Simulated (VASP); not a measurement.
# TiSi2 (Fddd) in VASP: further runs, part 2 of 2

VASP 6.6.1.

## 4. Electric field gradients, PBEsol (13.82 Å³/atom)

INCAR reads:

```
SYSTEM = TiSi2
PREC = Accurate ; ENCUT = 520
EDIFF = 1E-8 ; ISMEAR = -1
SIGMA = 0.08 ; LREAL = .False.
LASPH = .True. ; NELM = 100
ALGO = Normal ; ISIF = 2
LWAVE = .False. ; LCHARG = .False.
GGA = PS ; LEFG = .True.
NBANDS = 29
```

KPOINTS reads:

```
Automatic mesh
0
Gamma
  8 8 8
  0 0 0
```

POSCAR reads:

```
TiSi2
1.0
    0.0000000000      4.1042273219      4.2472473852
    2.3785183350      0.0000000000      4.2472473852
    2.3785183350      4.1042273219      0.0000000000
Ti Si
2 4
Direct
    0.7500000000      0.7500000000      0.7500000000
    0.5000000000      0.5000000000      0.5000000000
    0.0830000000      0.4170000000      0.0830000000
    0.4170000000      0.0830000000      0.4170000000
    0.1670000000      0.8330000000      0.1670000000
    0.8330000000      0.1670000000      0.8330000000
```

Potentials or basis: VASP PAW PBE potentials, release 64 (Ti_sv, Si).

Started as:

```
> cat potpaw_PBE.64/Ti_sv/POTCAR potpaw_PBE.64/Si/POTCAR > POTCAR
> mpirun -np 1 vasp_std > vasp.out
```

OUTCAR:

```text
SYSTEM = TiSi2
   PREC = Accurate
   ENCUT = 520
   EDIFF = 1E-8
   ISMEAR = -1
   LREAL = .False.
   LASPH = .True.
   NELM = 100
   ISIF = 2
   GGA = PS

 ion  position               nearest neighbor table
   1  0.750  0.750  0.750-   6 2.53   5 2.53   6 2.53   5 2.53   3 2.73   4 2.73   4 2.75   4 2.75
                             3 2.75   3 2.75
   2  0.500  0.500  0.500-   3 2.53   4 2.53   3 2.53   4 2.53   5 2.73   6 2.73   5 2.75   5 2.75
                             6 2.75   6 2.75
   3  0.083  0.417  0.083-   2 2.53   2 2.53   5 2.53   5 2.53   1 2.73   4 2.74   4 2.74   4 2.74
                             1 2.75   1 2.75
   4  0.417  0.083  0.417-   2 2.53   2 2.53   6 2.53   6 2.53   1 2.73   3 2.74   3 2.74   3 2.74
                             1 2.75   1 2.75
   5  0.167  0.833  0.167-   1 2.53   1 2.53   3 2.53   3 2.53   2 2.73   6 2.74   6 2.74   6 2.74
                             2 2.75   2 2.75
   6  0.833  0.167  0.833-   1 2.53   1 2.53   4 2.53   4 2.53   2 2.73   5 2.74   5 2.74   5 2.74
                             2 2.75   2 2.75

  LATTYP: Found a face centered orthorhombic cell.
 ALAT       =     4.7570366700
 B/A-ratio  =     1.7255394930
 C/A-ratio  =     1.7856693904

  Lattice vectors:

 A1 = (   0.0000000000,   4.1042273219,   4.2472473852)
 A2 = (   2.3785183350,   0.0000000000,   4.2472473852)
 A3 = (   2.3785183350,   4.1042273219,   0.0000000000)

Analysis of symmetry for initial positions (statically):
=====================================================================
 Subroutine PRICEL returns:
 Original cell was already a primitive cell.

 Routine SETGRP: Setting up the symmetry group for a
 face centered orthorhombic supercell.

 Subroutine GETGRP returns: Found  8 space group operations
 (whereof  4 operations were pure point group operations)
[... 958 lines left out ...]
  in kB        4.8770142     -6.6637970     -0.8734004      0.0000000      0.0000000      0.0000000
  external PRESSURE =      -0.8867278 kB  Pullay stress =       0.0000000 kB

 VOLUME and BASIS-vectors are now :
 -----------------------------------------------------------------------------
  energy-cutoff  :      520.00
  volume of cell :       82.92
      direct lattice vectors                 reciprocal lattice vectors
     0.000000000  4.104227322  4.247247385    -0.210214903  0.121825611  0.117723305
     2.378518335  0.000000000  4.247247385     0.210214903 -0.121825611  0.117723305
     2.378518335  4.104227322  0.000000000     0.210214903  0.121825611 -0.117723305

 POSITION                                       TOTAL-FORCE (eV/Angst)
 -----------------------------------------------------------------------------------
      3.56778      6.15634      6.37087         0.000000     -0.000000      0.000000
      2.37852      4.10423      4.24725        -0.000000     -0.000000      0.000000
      1.18926      0.68130      2.12362        -0.000000      0.175622     -0.000000
      1.18926      3.42293      2.12362        -0.000000     -0.175622     -0.000000
      2.37852      1.37081      4.24725         0.000000     -0.175622     -0.000000
      2.37852      6.83764      4.24725         0.000000      0.175622     -0.000000
 -----------------------------------------------------------------------------------
    total drift:                               -0.000000     -0.000000      0.000000

  FREE ENERGIE OF THE ION-ELECTRON SYSTEM (eV)
  ---------------------------------------------------
  free  energy   TOTEN  =       -43.6959285099 eV

  energy  without entropy=      -43.6532101853  energy(sigma->0) =      -43.67456935

 Electric field gradients (V/A^2)
---------------------------------------------------------------------
 ion       V_xx      V_yy      V_zz      V_xy      V_xz      V_yz
---------------------------------------------------------------------
   1      -2.582    10.040    -7.458    -0.002    -0.000     0.001
   2      -2.582    10.040    -7.458    -0.002    -0.000     0.001
   3       1.319    12.955   -14.274    -0.000    26.922     0.000
   4       1.319    12.955   -14.274    -0.000   -26.923    -0.000
   5       1.319    12.955   -14.274    -0.000    26.922     0.000
   6       1.319    12.955   -14.274    -0.000   -26.923    -0.000
---------------------------------------------------------------------

 Electric field gradients after diagonalization (V/A^2)
 (convention: |V_zz| > |V_xx| > |V_yy|)
----------------------------------------------------------------------
 ion       V_xx      V_yy      V_zz     asymmetry (V_yy - V_xx)/ V_zz
----------------------------------------------------------------------
   1      -7.458    -2.582    10.040       0.486
   2      -7.458    -2.582    10.040       0.486
   3      21.551    12.955   -34.506       0.249
   4      21.552    12.955   -34.506       0.249
   5      21.551    12.955   -34.506       0.249
   6      21.552    12.955   -34.506       0.249
----------------------------------------------------------------------

           NMR quadrupolar parameters

 Cq : quadrupolar parameter    Cq=e*Q*V_zz/h
 eta: asymmetry parameters     (V_yy - V_xx)/ V_zz
 Q  : nuclear electric quadrupole moment in mb (millibarn)
----------------------------------------------------------------------
 ion       Cq(MHz)       eta       Q (mb)
----------------------------------------------------------------------
   1       0.024       0.486       1.000
   2       0.024       0.486       1.000
   3      -0.083       0.249       1.000
   4      -0.083       0.249       1.000
   5      -0.083       0.249       1.000
   6      -0.083       0.249       1.000
----------------------------------------------------------------------
```

Run time: 2.4 min. Hardware: 1 thread of Intel Xeon 6975P-C (Granite Rapids), shared host; peak memory 0.36 GiB.

Results:

```yaml
Free_energy: -43.6959 eV
Pressure: -0.1 GPa
Largest_force: 0.176 eV/Å
Band_gap_on_the_k_mesh: zero (bands 20 and 21 overlap by 1.87 eV)
Largest_electric_field_gradient_by_atom: Ti +10.0; Si -34.5 V/Å²
```

Forces on the atoms (eV/Å):
```
Ti   0.000  0.000  0.000
Ti   0.000  0.000  0.000
Si   0.000  0.176  0.000
Si   0.000 -0.176  0.000
Si   0.000 -0.176  0.000
Si   0.000  0.176  0.000
```

Electric field gradients, principal values (V/Å²):
```
atom   least  middle  greatest (by size)
1 Ti  -2.582  -7.458              10.040
2 Ti  -2.582  -7.458              10.040
3 Si  12.955  21.551             -34.506
4 Si  12.955  21.552             -34.506
5 Si  12.955  21.551             -34.506
6 Si  12.955  21.552             -34.506
```

Caveat: without QUAD_EFG the Cq values of the log hold for a quadrupole moment of 1 mb, not for the nuclei; the PAW data sets were made with another functional, which shifts forces and pressure a little.
